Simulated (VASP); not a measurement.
Crystal: KCl.

```
CELL_PARAMETERS angstrom
0.00000 3.14488 3.14488
3.14488 0.00000 3.14488
3.14488 3.14488 0.00000
ATOMIC_POSITIONS crystal
K 0.00000 0.00000 0.00000
Cl 0.50000 0.50000 0.50000
```

Base run:

```yaml
Program: VASP 6.6.1
Functional: PBE
Potentials_or_basis: VASP PAW PBE potentials, release 64 (K_sv, Cl)
Cutoff: 520 eV
k_mesh: 6 × 6 × 6
Occupations: gaussian, width 0.01 eV
Spin: no spin polarisation
```

Its results: band gap on the k mesh 5.19 eV; pressure 0.8 GPa.

Task: After a change of settings the same cell gave: band gap on the k mesh 7.24 eV; pressure 0.5 GPa. Which change was it?
A. functional from PBE to PBE0
B. k mesh from 6 × 6 × 6 to 8 × 8 × 8; further incar settings from ALGO = Normal; EDIFF = 1e-06; NBANDS = 15 to ALGO = Normal; EDIFF = 1e-07; NBANDS = 15
C. functional from PBE to r2SCAN; further incar settings from ALGO = Normal; EDIFF = 1e-06; NBANDS = 15 to ALGO = Normal; EDIFF = 1e-07; NBANDS = 15

Result: A.

Caveats: the PAW data sets were made with another functional, which shifts forces and pressure a little (at least some runs).
